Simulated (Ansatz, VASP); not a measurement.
SiNi in VASP and in Ansatz

Contents of INCAR:

```
PREC = Accurate ; ENCUT = 600
EDIFF = 1E-6 ; ISMEAR = 0
SIGMA = 0.1 ; LREAL = False
LASPH = True ; NELM = 100
ALGO = Normal ; ISIF = 3
LWAVE = False ; LCHARG = False
GGA = CA ; IBRION = 2
NSW = 70 ; EDIFFG = -0.005
```

The input KPOINTS:

```
Automatic mesh
0
Gamma
  8 10 6
```

The input POSCAR:

```
SiNi
1.0
    5.1540864214      0.0000000000      0.0000000000
    0.0000000000      3.3754899881      0.0000000000
    0.0000000000      0.0000000000      5.6197139615
Si Ni
4 4
Direct
    0.3212470393      0.7500000000      0.0840781272
    0.1787529607      0.2500000000      0.5840781272
    0.8212470393      0.7500000000      0.4159218728
    0.6787529607      0.2500000000      0.9159218728
    0.0082175891      0.2500000000      0.1884869317
    0.4917824109      0.7500000000      0.6884869317
    0.5082175891      0.2500000000      0.3115130683
    0.9917824109      0.7500000000      0.8115130683
```

Input for Ansatz:

```yaml
crystal:
  lattice:
    - [5.1540864214, 0.0, 0.0]
    - [0.0, 3.3754899881, 0.0]
    - [0.0, 0.0, 5.6197139615]
  atoms:
    - { symbol: Si, position: [0.3212470393, 0.75, 0.0840781272] }
    - { symbol: Si, position: [0.1787529607, 0.25, 0.5840781272] }
    - { symbol: Si, position: [0.8212470393, 0.75, 0.4159218728] }
    - { symbol: Si, position: [0.6787529607, 0.25, 0.9159218728] }
    - { symbol: Ni, position: [0.0082175891, 0.25, 0.1884869317] }
    - { symbol: Ni, position: [0.4917824109, 0.75, 0.6884869317] }
    - { symbol: Ni, position: [0.5082175891, 0.25, 0.3115130683] }
    - { symbol: Ni, position: [0.9917824109, 0.75, 0.8115130683] }
basis:
  ecutwfc: 420
kpoints:
  mp_grid: { grid: [8, 10, 6] }
hamiltonian:
  xc: lda
scf:
  occupations: { method: gaussian, width: 0.1 }
output:
  forces: true
  stress: true
  eigenvalues: true
relax:
  adjacent_minimum: "off"
  f_tol: 0.005
  max_steps: 50
  cell: { stress_tol: 0.05 }
```

Alike in both runs: task relaxation of cell and atoms; functional LDA; k mesh 8 × 10 × 6; occupations gaussian, width 0.1 eV; no spin polarisation.

|  | VASP | Ansatz |
| --- | --- | --- |
| version | VASP 6.6.1 | Ansatz 0.2.0 |
| potentials or method | VASP PAW LDA potentials, release 64 (Si, Ni), cutoff 600 eV | scalar-relativistic, plane waves, PAW |
| valence electrons in the cell | 56 | 88 |

|  | VASP | Ansatz | Ansatz less VASP |
| --- | --- | --- | --- |
| gap on the k mesh at the Fermi level, each at its own relaxed structure (eV) | none | none | - |
| relaxed volume (Å³/atom) | 11.54 | 11.52 | -0.019 |
| relaxed cell length with the largest relative difference (Å) | 5.486 | 5.480 | -0.0057 |

LDA's correlation is that of Perdew and Zunger in VASP and of Perdew and Wang (1992) in Ansatz. A gap of «none» marks a metal or a gap that the smearing closes. VASP's potentials hold 56 valence electrons a cell and Ansatz's 88, so a difference there can come from the potentials and not from the codes.
